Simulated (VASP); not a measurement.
# Ir (P6/mmm) in VASP: a series of runs, part 2 of 2

VASP 6.6.1. The steps go on from the part before.

**5. Relaxation of cell and atoms, PBE**

This run uses another cell than the first one, of 15.09 Å³/atom, 1.250 times its volume.

INCAR

```
SYSTEM = Ir
PREC = Accurate
ENCUT = 600
EDIFF = 1E-7
ISMEAR = -1
SIGMA = 0.05
LREAL = .FALSE.
LASPH = .TRUE.
NELM = 80
ALGO = Normal
ISIF = 3
LWAVE = .FALSE.
LCHARG = .FALSE.
GGA = PE
IBRION = 2
NSW = 60
EDIFFG = -0.005
```

KPOINTS

```
regular mesh
0
G
  16 16 15
  0 0 0
```

POSCAR

```
Ir
1.0
    2.6463715664      0.0000000000      0.0000000000
   -1.3231857832      2.2918250044      0.0000000000
    0.0000000000      0.0000000000      2.4875892725
Ir
1
Direct
    0.0000000000      0.0000000000      0.0000000000
```

On the command line:

```bash
$ cat potpaw_PBE.64/Ir/POTCAR > POTCAR
$ mpirun -np 1 vasp_std > vasp.out
```

Run time: 2 min. Hardware: 1 thread of Intel Xeon 6975P-C (Granite Rapids), shared host; peak memory 0.17 GiB.

Results (log left out):

* Free energy: -8.2808 eV
* Relaxed volume: 15.90 Å³/atom
* Relaxed cell: a = 2.658 Å, b = 2.658 Å, c = 2.598 Å, α = 90.00°, β = 90.00°, γ = 120.00°
* Space group after relaxing (to 0.05 Å): P6/mmm (No. 191)
* Energy gained by relaxing: 64.6 meV/atom
* Ionic steps: 13
* Pressure after relaxing: 0.0 GPa

The path:
```
step  energy change (eV)  largest force (eV/Å)  pressure (GPa)  volume (Å³)
   1              0.0000                0.0000           16.59        15.09
   2              0.2489                0.0000          -28.37        18.70
   3             -0.0608                0.0000           -3.47        16.08
   4             -0.0614                0.0000           -2.20        16.00
   5             -0.0614                0.0000           -1.89        15.99
   6             -0.0568                0.0000            4.40        15.71
   7             -0.0645                0.0000            0.35        15.88
   8             -0.0645                0.0000            0.39        15.88
   9             -0.0645                0.0000           -0.53        15.93
  10             -0.0646                0.0000            0.05        15.90
  11             -0.0646                0.0000            0.03        15.90
  12             -0.0646                0.0000           -0.04        15.90
  13             -0.0646                0.0000            0.00        15.90
```

Final structure:
```
CELL_PARAMETERS angstrom
2.65845 0.00000 0.00000
-1.32922 2.30228 0.00000
0.00000 0.00000 2.59769
ATOMIC_POSITIONS crystal
Ir 0.00000 0.00000 0.00000
```

Levels at points of the mesh, in eV from the Fermi level:
```csv
k point,band 1,band 2,band 3,band 4,band 5,band 6,band 7,band 8
"(0.00, 0.00, 0.00)",-9.63,-6.04,-3.04,-3.04,1.36,1.36,14.64,15.36
"(0.50, 0.00, 0.00)",-6.90,-5.02,-1.69,-0.07,0.70,1.95,7.03,13.84
```

Caveat: spin-orbit coupling is left out, which moves the levels of the heavy elements.

**6. Single point, PBE**

This run uses another cell than the first one, of 9.53 Å³/atom, 0.789 times its volume.

INCAR

```
SYSTEM = Ir
PREC = Accurate
ENCUT = 500
EDIFF = 1E-6
ISMEAR = -1
SIGMA = 0.05
LREAL = .FALSE.
LASPH = .TRUE.
NELM = 120
ALGO = Normal
ISIF = 2
LWAVE = .FALSE.
LCHARG = .TRUE.
GGA = PE
LELF = .TRUE.
LVHAR = .TRUE.
NBANDS = 14
GGA_COMPAT = .FALSE.
```

KPOINTS is that of step 5.

POSCAR

```
Ir
1.0
    2.2610286241      0.0000000000      0.0000000000
   -1.1305143120      1.9581082271      0.0000000000
    0.0000000000      0.0000000000      2.1525523548
Ir
1
Direct
    0.0000000000      0.0000000000      0.0000000000
```

Potentials or basis: VASP PAW PBE potentials, release 64 (Ir_sv_GW).

On the command line:

```bash
$ cat potpaw_PBE.64/Ir_sv_GW/POTCAR > POTCAR
$ mpirun -np 1 vasp_std > vasp.out
```

OUTCAR:

```text
SYSTEM = Ir
   PREC = Accurate
   ENCUT = 500
   EDIFF = 1E-6
   ISMEAR = -1
   LREAL = .FALSE.
   LASPH = .TRUE.
   NELM = 120
   ISIF = 2
   GGA = PE

 ion  position               nearest neighbor table
   1  0.000  0.000  0.000-

  LATTYP: Found a hexagonal cell.
 ALAT       =     2.2610286241
 C/A-ratio  =     0.9520234869

  Lattice vectors:

 A1 = (   2.2610286241,   0.0000000000,   0.0000000000)
 A2 = (  -1.1305143120,   1.9581082271,   0.0000000000)
 A3 = (   0.0000000000,   0.0000000000,   2.1525523548)
[... 577 lines left out ...]
      6      11.7057      2.00000
      7      14.5962      2.00000
      8      19.4461      2.00000
      9      22.5998      0.00000
     10      25.2341      0.00000
     11      35.1181      0.00000
     12      36.8230      0.00000
     13      43.8357      0.00000
     14      51.1770      0.00000

 [... further k-points ...]
[... 5 lines left out ...]
  --------------------------------------------------------------------------------------
  -------------------------------------------------------------------------------------
  Total       29.2148115     29.2148115     29.2473172      0.0000000     -0.0000000      0.0000000
  in kB     4911.5344555   4911.5344553   4916.9992479      0.0000001     -0.0000000      0.0000000
  external PRESSURE =    4913.3560529 kB  Pullay stress =       0.0000000 kB

 VOLUME and BASIS-vectors are now :
 -----------------------------------------------------------------------------
  energy-cutoff  :      500.00
  volume of cell :        9.53
      direct lattice vectors                 reciprocal lattice vectors
     2.261028624  0.000000000  0.000000000     0.442276577  0.255348501  0.000000000
    -1.130514312  1.958108227  0.000000000     0.000000000  0.510697001  0.000000000
     0.000000000  0.000000000  2.152552355     0.000000000  0.000000000  0.464564775

 POSITION                                       TOTAL-FORCE (eV/Angst)
 -----------------------------------------------------------------------------------
      0.00000      0.00000      0.00000         0.000000      0.000000      0.000000
 -----------------------------------------------------------------------------------
    total drift:                               -0.000000      0.000000      0.000000

  FREE ENERGIE OF THE ION-ELECTRON SYSTEM (eV)
  ---------------------------------------------------
  free  energy   TOTEN  =        -2.7764197732 eV

  energy  without entropy=       -2.7725421680  energy(sigma->0) =       -2.77448097
```

OSZICAR:

```text
N       E                     dE             d eps       ncg     rms          rms(c)
DAV:   1     0.117929214228E+03    0.11793E+03   -0.11543E+04  6942   0.129E+03
DAV:   2    -0.171053477997E+01   -0.11964E+03   -0.11497E+03  8346   0.413E+02
DAV:   3    -0.301768152202E+01   -0.13071E+01   -0.13053E+01  7542   0.400E+01
DAV:   4    -0.301902630345E+01   -0.13448E-02   -0.13447E-02  8238   0.156E+00
DAV:   5    -0.301902845619E+01   -0.21527E-05   -0.21536E-05  7470   0.563E-02    0.121E+02
DAV:   6    -0.280695123795E+01    0.21208E+00   -0.20734E-01  7410   0.545E+00    0.701E+01
DAV:   7    -0.278378664956E+01    0.23165E-01   -0.16610E-01  7776   0.483E+00    0.532E+00
DAV:   8    -0.277655187154E+01    0.72348E-02   -0.22324E-02  7116   0.200E+00    0.178E+00
DAV:   9    -0.277642806168E+01    0.12381E-03   -0.36513E-04  8010   0.236E-01    0.497E-01
DAV:  10    -0.277642046085E+01    0.76008E-05   -0.13494E-05  7326   0.519E-02    0.782E-02
DAV:  11    -0.277641977321E+01    0.68764E-06   -0.23782E-07  4332   0.565E-03
   1 F= -.27764198E+01 E0= -.27744810E+01  d E =-.387761E-02
```

stdout:

```text
POSCAR found type information on POSCAR Ir
 POSCAR found :  1 types and       1 ions
 scaLAPACK will be used
 LDA part: xc-table for (Slater+PW92), standard interpolation
 POSCAR, INCAR and KPOINTS ok, starting setup
 FFT: planning ... GRIDC
 FFT: planning ... GRID_SOFT
 FFT: planning ... GRID
 WAVECAR not read
 entering main loop
```

It took 6.6 s on 1 thread of Intel Xeon 6975P-C (Granite Rapids), shared host; peak memory 0.14 GiB.

What came out:

```
Free energy : -2.7764 eV
Pressure    : 491.3 GPa
```

Levels at points of the mesh, in eV from the Fermi level:
```csv
k point,band 6,band 7,band 8,band 9,band 10,band 11
"(0.00, 0.00, 0.00)",-12.45,-6.63,-6.63,3.27,3.27,12.42
"(0.50, 0.00, 0.00)",-9.98,-3.56,-0.98,1.73,4.06,13.14
```

Caveat: spin-orbit coupling is left out, which moves the levels of the heavy elements.

**7. The runs side by side**

| task | potentials or basis | cell | cutoff (eV) | second run | gap on the mesh (eV) | pressure (GPa) |
| --- | --- | --- | --- | --- | --- | --- |
| relaxation of shape and atoms at fixed volume | VASP PAW PBE potentials, release 64 (Ir) | relaxed from a = 2.425, b = 2.425, c = 2.370 Å, angles 90.0, 90.0, 120.0°, 1 atom | 600 | - | none | 154.3 |
| relaxation of shape and atoms at fixed volume | VASP PAW PBE potentials, release 64 (Ir) | relaxed from a = 2.507, b = 2.507, c = 2.451 Å, angles 90.0, 90.0, 120.0°, 1 atom | 600 | - | none | 77.1 |
| relaxation of shape and atoms at fixed volume | VASP PAW PBE potentials, release 64 (Ir) | relaxed from a = 2.584, b = 2.584, c = 2.526 Å, angles 90.0, 90.0, 120.0°, 1 atom | 600 | - | none | 29.6 |
| relaxation of cell and atoms | VASP PAW PBE potentials, release 64 (Ir) | relaxed from a = 2.646, b = 2.646, c = 2.488 Å, angles 90.0, 90.0, 120.0°, 1 atom | 600 | - | none | 0.0 |
| single point | VASP PAW PBE potentials, release 64 (Ir_sv_GW) | a = 2.261, b = 2.261, c = 2.153 Å, angles 90.0, 90.0, 120.0°, 1 atom | 500 | valence_matched | none | 491.3 |

Alike in all rows: level PBE; no spin polarisation; k mesh 16 × 16 × 15; smearing fermi-dirac 0.05 eV.

Caveats: spin-orbit coupling is left out, which moves the levels of the heavy elements.

Total energies depend on the potentials used, so only differences within one code and one set of settings carry meaning.
